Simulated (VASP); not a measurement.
# Tl (P6_3/mmc) in VASP: notebook, part 2 of 2

VASP 6.6.1. Earlier steps stand in the parts before.

## 4. Single point, LDA

This run uses another cell than the first one, of 28.57 Å³/atom.

INCAR

```
SYSTEM = Tl
ALGO = Fast
EDIFF = 1E-7
ENCUT = 520
ISIF = 2
ISMEAR = 0
LASPH = .True.
LCHARG = .False.
LREAL = .False.
LWAVE = .False.
NBANDS = 20
NELM = 60
PREC = Accurate
SIGMA = 0.1
```

KPOINTS

```
k-points
0
Gamma
  9 9 5
  0 0 0
```

POSCAR

```
Tl
1.0
    3.4560000000      0.0000000000      0.0000000000
   -1.7280000000      2.9929837955      0.0000000000
    0.0000000000      0.0000000000      5.5250000000
Tl
2
Direct
    0.6666666667      0.3333333333      0.7500000000
    0.3333333333      0.6666666667      0.2500000000
```

Potentials or basis: VASP PAW LDA potentials, release 64 (Tl_d).

Command:

```console
$ cat potpaw_LDA.64/Tl_d/POTCAR > POTCAR
$ mpirun -np 1 vasp_std > vasp.out
```

OUTCAR:

```text
SYSTEM = Tl
   EDIFF = 1E-7
   ENCUT = 520
   ISIF = 2
   ISMEAR = 0
   LASPH = .True.
   LREAL = .False.
   NELM = 60
   PREC = Accurate

 ion  position               nearest neighbor table
   1  0.667  0.333  0.750-   2 3.41   2 3.41   2 3.41   2 3.41   2 3.41   2 3.41
   2  0.333  0.667  0.250-   1 3.41   1 3.41   1 3.41   1 3.41   1 3.41   1 3.41

  LATTYP: Found a hexagonal cell.
 ALAT       =     3.4560000000
 C/A-ratio  =     1.5986689815

  Lattice vectors:

 A1 = (   3.4560000000,   0.0000000000,   0.0000000000)
 A2 = (  -1.7280000000,   2.9929837955,   0.0000000000)
 A3 = (   0.0000000000,   0.0000000000,   5.5250000000)

Analysis of symmetry for initial positions (statically):
=====================================================================
 Subroutine PRICEL returns:
 Original cell was already a primitive cell.

 Routine SETGRP: Setting up the symmetry group for a
 hexagonal supercell.

 Subroutine GETGRP returns: Found 24 space group operations
 (whereof 12 operations were pure point group operations)
 out of a pool of 24 trial point group operations.

The static configuration has the point symmetry D_3d.
 The point group associated with its full space group is D_6h.
[... 160 lines left out ...]
  free energy    TOTEN  =        -5.83478767 eV

  energy without entropy =       -5.82469900  energy(sigma->0) =       -5.82974334

 E-fermi :   6.2579     XC(G=0): -10.5073

 val. band max:        6.2416095173   @ k =   0.2222   0.2222   0.4000
 cond. band min:       6.2917973677   @ k =   0.2222   0.1111   0.2000
 fundamental gap:      0.0501878504
 Fermi energy:         6.2579258029

 k-point     1 :       0.0000    0.0000    0.0000
  band No.  band energies     occupation
      1      -5.4628      2.00000
      2      -5.2276      2.00000
      3      -5.2093      2.00000
      4      -5.2093      2.00000
      5      -5.1551      2.00000
      6      -5.1551      2.00000
[... 541 lines left out ...]
     19      13.9173      0.00000
     20      21.2951      0.00000

 [... further k-points ...]

------------------------ aborting loop because EDIFF is reached ----------------------------------------

  FORCE on cell =-STRESS in cart. coord.  units (eV):
  Direction    XX          YY          ZZ          XY          YZ          ZX
  --------------------------------------------------------------------------------------
  -------------------------------------------------------------------------------------
  Total       -0.6721338     -0.6721338     -0.2696263      0.0000000      0.0000000      0.0000000
  in kB      -18.8432569    -18.8432569     -7.5589670      0.0000000      0.0000000      0.0000000
  external PRESSURE =     -15.0818269 kB  Pullay stress =       0.0000000 kB

 VOLUME and BASIS-vectors are now :
 -----------------------------------------------------------------------------
  energy-cutoff  :      520.00
  volume of cell :       57.15
      direct lattice vectors                 reciprocal lattice vectors
     3.456000000  0.000000000  0.000000000     0.289351852  0.167057370  0.000000000
    -1.728000000  2.992983795  0.000000000     0.000000000  0.334114739  0.000000000
     0.000000000  0.000000000  5.525000000     0.000000000  0.000000000  0.180995475

 POSITION                                       TOTAL-FORCE (eV/Angst)
 -----------------------------------------------------------------------------------
      1.72800      0.99766      4.14375         0.000000      0.000000      0.000000
     -0.00000      1.99532      1.38125        -0.000000     -0.000000      0.000000
 -----------------------------------------------------------------------------------
    total drift:                               -0.000000      0.000000     -0.000000

  FREE ENERGIE OF THE ION-ELECTRON SYSTEM (eV)
  ---------------------------------------------------
  free  energy   TOTEN  =        -5.8347876750 eV

  energy  without entropy=       -5.8246989991  energy(sigma->0) =       -5.82974334
```

OSZICAR:

```text
N       E                     dE             d eps       ncg     rms          rms(c)
DAV:   1     0.131276336118E+03    0.13128E+03   -0.14099E+04  1448   0.123E+03
DAV:   2    -0.322466890664E+01   -0.13450E+03   -0.13186E+03  1580   0.277E+02
DAV:   3    -0.588381099455E+01   -0.26591E+01   -0.26402E+01  1676   0.341E+01
DAV:   4    -0.589961141761E+01   -0.15800E-01   -0.15799E-01  1528   0.286E+00
DAV:   5    -0.589982682040E+01   -0.21540E-03   -0.21540E-03  1624   0.332E-01    0.311E+00
RMM:   6    -0.584567130561E+01    0.54156E-01   -0.84549E-02  1441   0.191E+00    0.213E+00
RMM:   7    -0.583594839956E+01    0.97229E-02   -0.44256E-02  1466   0.147E+00    0.738E-01
RMM:   8    -0.583478151780E+01    0.11669E-02   -0.44791E-03  1491   0.455E-01    0.608E-02
RMM:   9    -0.583478721328E+01   -0.56955E-05   -0.17377E-04  1603   0.105E-01    0.198E-02
RMM:  10    -0.583478705208E+01    0.16120E-06   -0.28245E-05  1597   0.441E-02    0.321E-03
RMM:  11    -0.583478750008E+01   -0.44800E-06   -0.54066E-06  1609   0.160E-02    0.121E-03
RMM:  12    -0.583478764290E+01   -0.14282E-06   -0.15621E-06  1376   0.793E-03    0.116E-03
RMM:  13    -0.583478767495E+01   -0.32048E-07   -0.48615E-07  1081   0.362E-03
   1 F= -.58347877E+01 E0= -.58297433E+01  d E =-.100887E-01
```

stdout:

```text
POSCAR found type information on POSCAR Tl
 POSCAR found :  1 types and       2 ions
 scaLAPACK will be used
 LDA part: xc-table for (Slater(with rela. corr.)+CA(PZ))
 , standard interpolation
 POSCAR, INCAR and KPOINTS ok, starting setup
 FFT: planning ... GRIDC
 FFT: planning ... GRID_SOFT
 FFT: planning ... GRID
 WAVECAR not read
 entering main loop
```

Run time: 62 s. Hardware: 1 thread of Intel Xeon 8259CL, shared host; peak memory 0.17 GiB.

Results:

| Property | Result |
| --- | --- |
| Free energy | -5.8348 eV |
| Pressure | -1.5 GPa |
| Band gap on the k mesh | zero (bands 13 and 14 overlap by 3.67 eV) |

Caveat: spin-orbit coupling is left out, which moves the levels of the heavy elements.

## 5. The runs side by side

| level | potentials or basis | cell | k mesh | smearing | gap on the mesh (eV) | pressure (GPa) |
| --- | --- | --- | --- | --- | --- | --- |
| PBEsol | VASP PAW PBE potentials, release 64 (Tl_d) | a = 3.421, b = 3.421, c = 5.525 Å, angles 90.0, 90.0, 120.0°, 2 atoms | 8 × 8 × 4 | fermi-dirac 0.05 eV | none | 1.3 |
| revPBE | VASP PAW PBE potentials, release 64 (Tl_d) | a = 3.456, b = 3.456, c = 5.525 Å, angles 90.0, 90.0, 120.0°, 2 atoms | 9 × 9 × 5 | methfessel-paxton 0.2 eV | none | 4.7 |
| LDA | VASP PAW LDA potentials, release 64 (Tl_d) | a = 3.456, b = 3.456, c = 5.525 Å, angles 90.0, 90.0, 120.0°, 2 atoms | 9 × 9 × 5 | gaussian 0.1 eV | none | -1.5 |

Alike in all rows: task single point; no spin polarisation; cutoff (eV) 520.

Caveats: spin-orbit coupling is left out, which moves the levels of the heavy elements; the PAW data sets were made with another functional, which shifts forces and pressure a little (at least some runs); the cell stands under pressure (at least some runs).

Absolute energies hang on the potentials; compare differences alone.
